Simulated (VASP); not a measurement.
# AlN in VASP: notebook, part 2 of 3

VASP 6.6.1.

## (4) Electric field gradients, PBE (equal xy, yz and zx shear strains of -2 %)

File INCAR:

```
SYSTEM = AlN
PREC     = Accurate       ! precision mode
ENCUT    = 520            ! plane-wave cutoff, eV
EDIFF    = 1E-8           ! SCF threshold, eV
ISMEAR   = -1             ! smearing method
SIGMA    = 0.02           ! smearing width, eV
LREAL    = .False.        ! projectors in reciprocal space
LASPH    = .True.         ! aspherical terms in the spheres
NELM     = 120            ! most SCF steps
ALGO     = Normal         ! electronic algorithm
ISIF     = 2              ! what is computed and relaxed
LWAVE    = .False.        ! write WAVECAR
LCHARG   = .False.        ! write CHGCAR
GGA      = PE             ! functional
LEFG     = .True.       
NBANDS   = 11             ! bands
GGA_COMPAT= .False.
```

File KPOINTS:

```
Automatic mesh
0
Gamma
  10 10 10
  0 0 0
```

File POSCAR:

```
AlN
1.0
   -0.0395600000      1.9582200000      1.9582200000
    1.9582200000     -0.0395600000      1.9582200000
    1.9582200000      1.9582200000     -0.0395600000
Al N
1 1
Direct
    0.0000000000      0.0000000000      0.0000000000
    0.5000000000      0.5000000000      0.5000000000
```

Potentials or basis: VASP PAW PBE potentials, release 64 (Al, N).

The run is started by

```
> cat potpaw_PBE.64/Al/POTCAR potpaw_PBE.64/N/POTCAR > POTCAR
> mpirun -np 1 vasp_std > vasp.out
```

OUTCAR:

```text
SYSTEM = AlN
   PREC = Accurate
   ENCUT = 520
   EDIFF = 1E-8
   ISMEAR = -1
   LREAL = .False.
   LASPH = .True.
   NELM = 120
   ISIF = 2
   GGA = PE

 ion  position               nearest neighbor table
   1  0.000  0.000  0.000-   2 1.98   2 1.98   2 1.98   2 1.98   2 1.98   2 1.98
   2  0.500  0.500  0.500-   1 1.98   1 1.98   1 1.98   1 1.98   1 1.98   1 1.98

  LATTYP: Found a trigonal (rhomboedric) cell.
 ALAT       =     2.7696238247
 COS(alpha) =     0.4797000918

  Lattice vectors:

 A1 = (  -0.0395600000,   1.9582200000,   1.9582200000)
 A2 = (   1.9582200000,  -0.0395600000,   1.9582200000)
 A3 = (   1.9582200000,   1.9582200000,  -0.0395600000)

Analysis of symmetry for initial positions (statically):
=====================================================================
 Subroutine PRICEL returns:
 Original cell was already a primitive cell.

 Routine SETGRP: Setting up the symmetry group for a
 trigonal (rhombohedral) supercell.

 Subroutine GETGRP returns: Found 12 space group operations
 (whereof 12 operations were pure point group operations)
 out of a pool of 12 trial point group operations.

The static configuration has the point symmetry D_3d.

Analysis of symmetry for dynamics (positions and initial velocities):
=====================================================================
 Subroutine PRICEL returns:
 Original cell was already a primitive cell.

 Routine SETGRP: Setting up the symmetry group for a
 trigonal (rhombohedral) supercell.

 Subroutine GETGRP returns: Found 12 space group operations
 (whereof 12 operations were pure point group operations)
 out of a pool of 12 trial point group operations.

The dynamic configuration has the point symmetry D_3d.

 Subroutine INISYM returns: Found 12 space group operations
 (whereof 12 operations are pure point group operations),
 and found     1 'primitive' translations

----------------------------------------------------------------------------------------

                                     Primitive cell

  volume of cell :      15.4731

  direct lattice vectors                    reciprocal lattice vectors
    -0.039560000  1.958220000  1.958220000    -0.247723953  0.252831664  0.252831664
     1.958220000 -0.039560000  1.958220000     0.252831664 -0.247723953  0.252831664
     1.958220000  1.958220000 -0.039560000     0.252831664  0.252831664 -0.247723953

  length of vectors
     2.769623825  2.769623825  2.769623825     0.434988341  0.434988341  0.434988341

  position of ions in fractional coordinates (direct lattice)
     0.000000000  0.000000000  0.000000000
     0.500000000  0.500000000  0.500000000

  ion indices of the primitive-cell ions
   primitive index   ion index
                 1           1
                 2           2

----------------------------------------------------------------------------------------

 KPOINTS: Automatic mesh

Automatic generation of k-mesh.
[... 76 lines left out ...]
   PSTRESS=    0.0 pullay stress
   NELECT =       8.0000    total number of electrons
   NUPDOWN=      -1.0000    fix difference up-down
   EMIN   =  10.00;   EMAX   =-10.00  energy-range for DOS
   EFERMI =   0.00;   METHOD = LEGACY
   ISMEAR =    -1;   SIGMA  =   0.02  broadening in eV -4-tet -1-fermi 0-gaus
   EFERMI_NEDOS =   21; number of points for ismear=-14 and -15
   IALGO  =     38    algorithm
   IMIX   =      4    mixing-type and parameters
     AMIX     =   0.40;   BMIX     =  1.00
     AMIX_MAG =   1.60;   BMIX_MAG =  1.00
  volume/ion in A,a.u.               =       7.74        52.21
  Fermi-wavevector in a.u.,A,eV,Ry     =   1.313950  2.483006 23.489987  1.726465
  Thomas-Fermi vector in A             =   2.444237
   LORBIT       =      0    0 simple, 1 ext, 2 COOP (PROOUT), +10 PAW based schemes
   GGA     = PE    functional components
   LHFCALC =     F    Hartree Fock is set to
   AEXX    =    0.0000 exact exchange contribution
   IVDW    =     0    specifies the selected vdW correction
   LEPSILON=     F    determine dielectric tensor
   LRPA    =     F    only Hartree local field effects (RPA)
 non-spin polarized calculation
  energy-cutoff  :      520.00
  volume of cell :       15.47
 maximum number of plane-waves:       426
 NGX is ok and might be reduce to    24
   NGX = 11   NGY = 11   NGZ = 11

 number of electron       8.0000000 magnetization

 Free energy of the ion-electron system (eV)
  ---------------------------------------------------
  ext. energy  EPLUGINS =         0.00000000
  ---------------------------------------------------
  free energy    TOTEN  =       -14.42426113 eV

  energy without entropy =      -14.42426113  energy(sigma->0) =      -14.42426113

 E-fermi :  11.4841     XC(G=0): -12.5974

 val. band max:       11.1261535458   @ k =   0.0000   0.0000   0.0000
 cond. band min:      15.7217713375   @ k =   0.5000   0.5000   0.0000
 fundamental gap:      4.5956177917
 Fermi energy:        11.4841125585

 k-point     1 :       0.0000    0.0000    0.0000
  band No.  band energies     occupation
      1      -7.3227      2.00000
      2      10.7021      2.00000
      3      10.7021      2.00000
      4      11.1262      2.00000
      5      17.4521      0.00000
      6      22.8960      0.00000
      7      22.8960      0.00000
      8      23.9397      0.00000
      9      28.4855      0.00000
     10      29.1369      0.00000
     11      29.1369      0.00000
[... 309 lines left out ...]
 k-point    24 :       0.4000    0.3000   -0.0000
  band No.  band energies     occupation
      1      -4.0898      2.00000
      2       4.6982      2.00000
      3       7.6985      2.00000
      4       8.6260      2.00000
      5      17.4835      0.00000
      6      17.9281      0.00000
      7      23.7673      0.00000
      8      27.4672      0.00000
      9      27.9961      0.00000
     10      33.4672      0.00000
     11      36.5793      0.00000

 [... further k-points ...]
[... 5 lines left out ...]
  --------------------------------------------------------------------------------------
  -------------------------------------------------------------------------------------
  Total        2.4531903      2.4531903      2.4531903      0.6447965      0.6447965      0.6447965
  in kB      254.0177977    254.0177977    254.0177977     66.7660336     66.7660336     66.7660336
  external PRESSURE =     254.0177977 kB  Pullay stress =       0.0000000 kB

 VOLUME and BASIS-vectors are now :
 -----------------------------------------------------------------------------
  energy-cutoff  :      520.00
  volume of cell :       15.47
      direct lattice vectors                 reciprocal lattice vectors
    -0.039560000  1.958220000  1.958220000    -0.247723953  0.252831664  0.252831664
     1.958220000 -0.039560000  1.958220000     0.252831664 -0.247723953  0.252831664
     1.958220000  1.958220000 -0.039560000     0.252831664  0.252831664 -0.247723953

 POSITION                                       TOTAL-FORCE (eV/Angst)
 -----------------------------------------------------------------------------------
      0.00000      0.00000      0.00000         0.000000     -0.000000      0.000000
      1.93844      1.93844      1.93844        -0.000000      0.000000     -0.000000
 -----------------------------------------------------------------------------------
    total drift:                               -0.000000     -0.000000      0.000000

  FREE ENERGIE OF THE ION-ELECTRON SYSTEM (eV)
  ---------------------------------------------------
  free  energy   TOTEN  =       -14.4242611340 eV

  energy  without entropy=      -14.4242611340  energy(sigma->0) =      -14.42426113

 Electric field gradients (V/A^2)
---------------------------------------------------------------------
 ion       V_xx      V_yy      V_zz      V_xy      V_xz      V_yz
---------------------------------------------------------------------
   1       0.000    -0.000    -0.000     0.310     0.310     0.310
   2       0.000    -0.000    -0.000    -4.266    -4.266    -4.266
---------------------------------------------------------------------

 Electric field gradients after diagonalization (V/A^2)
 (convention: |V_zz| > |V_xx| > |V_yy|)
----------------------------------------------------------------------
 ion       V_xx      V_yy      V_zz     asymmetry (V_yy - V_xx)/ V_zz
----------------------------------------------------------------------
   1      -0.310    -0.310     0.620       0.000
   2       4.266     4.266    -8.532       0.000
----------------------------------------------------------------------

           NMR quadrupolar parameters

 Cq : quadrupolar parameter    Cq=e*Q*V_zz/h
 eta: asymmetry parameters     (V_yy - V_xx)/ V_zz
 Q  : nuclear electric quadrupole moment in mb (millibarn)
----------------------------------------------------------------------
 ion       Cq(MHz)       eta       Q (mb)
----------------------------------------------------------------------
   1       0.001       0.000       1.000
   2      -0.021       0.000       1.000
----------------------------------------------------------------------
```

Wall time 9.1 s (1 thread of Intel Xeon 6975P-C (Granite Rapids), shared host); peak memory 0.14 GiB.

What came out:

| Property | Result |
| --- | --- |
| Free energy | -14.4243 eV |
| Pressure | 25.4 GPa |
| Band gap on the k mesh | 4.60 eV (least direct gap 6.33 eV) |
| Largest electric field gradient by atom | Al +0.6; N -8.5 V/Å² |

Stress tensor (GPa, compression positive):
```
25.40  6.68  6.68
 6.68 25.40  6.68
 6.68  6.68 25.40
```

Electric field gradients, principal values (V/Å²):
```csv
atom,least,middle,greatest (by size)
1 Al,-0.310,-0.310,0.620
2 N,4.266,4.266,-8.532
```

Caveat: the cell differs from its parent crystal (equal xy, yz and zx shear strains of -2 %); the cell stands under pressure; without QUAD_EFG the Cq values of the log hold for a quadrupole moment of 1 mb, not for the nuclei. A k mesh can miss the band edges.

## (5) Electric field gradients, PBE (equal xy, yz and zx shear strains of +3 %)

File INCAR:

```
SYSTEM = AlN
  PREC = Accurate
  ENCUT = 520
  EDIFF = 1E-8
  ISMEAR = -1
  SIGMA = 0.02
  LREAL = .False.
  LASPH = .True.
  NELM = 120
  ALGO = Normal
  ISIF = 2
  LWAVE = .False.
  LCHARG = .False.
  GGA = PE
  LEFG = .True.
  NBANDS = 11
  GGA_COMPAT = .False.
```

File KPOINTS:

```
regular mesh
0
Gamma
  10 10 10
  0 0 0
```

File POSCAR:

```
AlN
1.0
    0.0593400000      2.0076700000      2.0076700000
    2.0076700000      0.0593400000      2.0076700000
    2.0076700000      2.0076700000      0.0593400000
Al N
1 1
Direct
    0.0000000000      0.0000000000      0.0000000000
    0.5000000000      0.5000000000      0.5000000000
```

Potentials or basis: VASP PAW PBE potentials, release 64 (Al, N).

The run is started by

```
> cat potpaw_PBE.64/Al/POTCAR potpaw_PBE.64/N/POTCAR > POTCAR
> mpirun -np 1 vasp_std > vasp.out
```

OUTCAR:

```text
SYSTEM = AlN
   PREC = Accurate
   ENCUT = 520
   EDIFF = 1E-8
   ISMEAR = -1
   LREAL = .False.
   LASPH = .True.
   NELM = 120
   ISIF = 2
   GGA = PE

 ion  position               nearest neighbor table
   1  0.000  0.000  0.000-   2 1.98   2 1.98   2 1.98   2 1.98   2 1.98   2 1.98
   2  0.500  0.500  0.500-   1 1.98   1 1.98   1 1.98   1 1.98   1 1.98   1 1.98

  LATTYP: Found a trigonal (rhomboedric) cell.
 ALAT       =     2.8398941694
 COS(alpha) =     0.5293254421

  Lattice vectors:

 A1 = (   0.0593400000,   2.0076700000,   2.0076700000)
 A2 = (   2.0076700000,   0.0593400000,   2.0076700000)
 A3 = (   2.0076700000,   2.0076700000,   0.0593400000)

Analysis of symmetry for initial positions (statically):
=====================================================================
 Subroutine PRICEL returns:
 Original cell was already a primitive cell.

 Routine SETGRP: Setting up the symmetry group for a
 trigonal (rhombohedral) supercell.

[... 526 lines left out ...]
     0.059340000  2.007670000  2.007670000    -0.260367368  0.252892706  0.252892706
     2.007670000  0.059340000  2.007670000     0.252892706 -0.260367368  0.252892706
     2.007670000  2.007670000  0.059340000     0.252892706  0.252892706 -0.260367368

 POSITION                                       TOTAL-FORCE (eV/Angst)
 -----------------------------------------------------------------------------------
      0.00000      0.00000      0.00000         0.000000      0.000000     -0.000000
      2.03734      2.03734      2.03734        -0.000000     -0.000000      0.000000
 -----------------------------------------------------------------------------------
    total drift:                               -0.000000     -0.000000      0.000000

  FREE ENERGIE OF THE ION-ELECTRON SYSTEM (eV)
  ---------------------------------------------------
  free  energy   TOTEN  =       -14.3973952982 eV

  energy  without entropy=      -14.3973952982  energy(sigma->0) =      -14.39739530

 Electric field gradients (V/A^2)
---------------------------------------------------------------------
 ion       V_xx      V_yy      V_zz      V_xy      V_xz      V_yz
---------------------------------------------------------------------
   1      -0.000    -0.000    -0.000    -0.399    -0.399    -0.399
   2      -0.000     0.000    -0.000     6.725     6.725     6.725
---------------------------------------------------------------------

 Electric field gradients after diagonalization (V/A^2)
 (convention: |V_zz| > |V_xx| > |V_yy|)
----------------------------------------------------------------------
 ion       V_xx      V_yy      V_zz     asymmetry (V_yy - V_xx)/ V_zz
----------------------------------------------------------------------
   1       0.399     0.399    -0.799       0.000
   2      -6.725    -6.725    13.449       0.000
----------------------------------------------------------------------

           NMR quadrupolar parameters

 Cq : quadrupolar parameter    Cq=e*Q*V_zz/h
 eta: asymmetry parameters     (V_yy - V_xx)/ V_zz
 Q  : nuclear electric quadrupole moment in mb (millibarn)
----------------------------------------------------------------------
 ion       Cq(MHz)       eta       Q (mb)
----------------------------------------------------------------------
   1      -0.002       0.000       1.000
   2       0.033       0.000       1.000
----------------------------------------------------------------------
```

OSZICAR:

```text
N       E                     dE             d eps       ncg     rms          rms(c)
DAV:   1     0.112814465273E+02    0.11281E+02   -0.40397E+03  2648   0.625E+02
DAV:   2    -0.154794119677E+02   -0.26761E+02   -0.25645E+02  3104   0.144E+02
DAV:   3    -0.162091271669E+02   -0.72972E+00   -0.72860E+00  3097   0.214E+01
DAV:   4    -0.162120571083E+02   -0.29299E-02   -0.29297E-02  2858   0.146E+00
DAV:   5    -0.162120813820E+02   -0.24274E-04   -0.24273E-04  3014   0.125E-01    0.788E+00
DAV:   6    -0.144260445931E+02    0.17860E+01   -0.71799E+00  2819   0.147E+01    0.285E+00
DAV:   7    -0.144028297550E+02    0.23215E-01   -0.22779E-01  2919   0.337E+00    0.186E+00
DAV:   8    -0.143977117493E+02    0.51180E-02   -0.15009E-02  2735   0.106E+00    0.352E-01
DAV:   9    -0.143973511305E+02    0.36062E-03   -0.14383E-03  2938   0.236E-01    0.159E-01
DAV:  10    -0.143974023988E+02   -0.51268E-04   -0.14280E-04  2854   0.864E-02    0.500E-02
DAV:  11    -0.143973954657E+02    0.69331E-05   -0.23364E-05  2987   0.280E-02    0.733E-03
DAV:  12    -0.143973953230E+02    0.14270E-06   -0.67152E-07  2837   0.705E-03    0.134E-03
DAV:  13    -0.143973953035E+02    0.19517E-07   -0.16877E-08  2851   0.849E-04    0.274E-04
DAV:  14    -0.143973952982E+02    0.52769E-08   -0.78799E-10  1492   0.224E-04
   1 F= -.14397395E+02 E0= -.14397395E+02  d E =-.178546E-11
```

stdout:

```text
POSCAR found type information on POSCAR AlN
 POSCAR found :  2 types and       2 ions
 scaLAPACK will be used
 LDA part: xc-table for (Slater+PW92), standard interpolation
 POSCAR, INCAR and KPOINTS ok, starting setup
 FFT: planning ... GRIDC
 FFT: planning ... GRID_SOFT
 FFT: planning ... GRID
 WAVECAR not read
 entering main loop
ion   1

ion   2
```

It took 10 s on 1 thread of Intel Xeon 6975P-C (Granite Rapids), shared host; peak memory 0.14 GiB.

What came out:

| Property | Result |
| --- | --- |
| Free energy | -14.3974 eV |
| Pressure | 25.6 GPa |
| Band gap on the k mesh | 4.48 eV (least direct gap 6.28 eV) |
| Largest electric field gradient by atom | Al -0.8; N +13.4 V/Å² |

Levels at points of the mesh, in eV from the valence-band top:
| k point | band 1 | band 2 | band 3 | band 4 | band 5 | band 6 | band 7 | band 8 | band 9 |
| --- | --- | --- | --- | --- | --- | --- | --- | --- | --- |
| (0.00, 0.00, 0.00) | -18.40 | -0.69 | 0.00 | 0.00 | 6.28 | 11.38 | 12.62 | 12.62 | 17.34 |
| (0.50, 0.00, 0.00) | -14.78 | -8.86 | -1.75 | -1.32 | 6.04 | 10.89 | 11.36 | 14.14 | 16.42 |
| (0.50, 0.50, 0.00) | -13.79 | -8.07 | -3.52 | -2.87 | 4.48 | 5.50 | 14.50 | 18.07 | 18.20 |
| (0.50, 0.50, 0.50) | -15.12 | -9.30 | -1.09 | -1.09 | 6.98 | 12.05 | 12.05 | 13.54 | 17.16 |

Electric field gradients, principal values (V/Å²):
| atom | least | middle | greatest (by size) |
| --- | --- | --- | --- |
| 1 Al | 0.399 | 0.399 | -0.799 |
| 2 N | -6.725 | -6.725 | 13.449 |

Caveat: the cell differs from its parent crystal (equal xy, yz and zx shear strains of +3 %); the cell stands under pressure; without QUAD_EFG the Cq values of the log hold for a quadrupole moment of 1 mb, not for the nuclei. A k mesh can miss the band edges.

(Continued in part 3 of 3.)
